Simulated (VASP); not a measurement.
Ti3Al, 4 atoms in the cell. It takes space group Fm-3m (No. 225, cubic). Conventional cell: a = 6.590 Å, b = 6.590 Å, c = 6.590 Å, α = 90.00°, β = 90.00°, γ = 90.00°. Within 3.8 Å of Ti (site symmetry -43m) lie 10 Ti at 2.85 to 3.30 Å and 4 Al at 2.85 Å. Ti (site symmetry m-3m) has 8 Ti at 2.85 Å and 6 Al at 3.30 Å within 3.8 Å. Within 3.8 Å of Al (site symmetry m-3m) lie 14 Ti at 2.85 to 3.30 Å. 

| Quantity | Value |
| --- | --- |
| Program | VASP 6.6.1 |
| Task | single point |
| Functional | PBEsol |
| Potentials or basis | VASP PAW PBE potentials, release 64 (Ti_sv, Al) |
| Cutoff | 520 eV |
| k mesh | 6 × 6 × 6 |
| Occupations | fermi-dirac, width 0.05 eV |
| Spin | no spin polarisation |
| Dipole correction | no |
| Further INCAR settings | ALGO = Normal; EDIFF = 1e-06; NBANDS = 28 |

Potentials or basis: VASP PAW PBE potentials, release 64 (Ti_sv, Al).

Command:

```console
$ cat potpaw_PBE.64/Ti_sv/POTCAR potpaw_PBE.64/Al/POTCAR > POTCAR
$ mpirun -np 1 vasp_std > vasp.out
```

Hardware: 1 thread of Intel(R) Xeon(R) 6975P-C (Granite Rapids), on a shared host.

Q: Estimate the wall time of this run.

A: Run time: 18 s on 1 thread of Intel(R) Xeon(R) 6975P-C (Granite Rapids) (shared host), peak memory 0.21 GiB. Counts: scf iterations 16, k points 16.
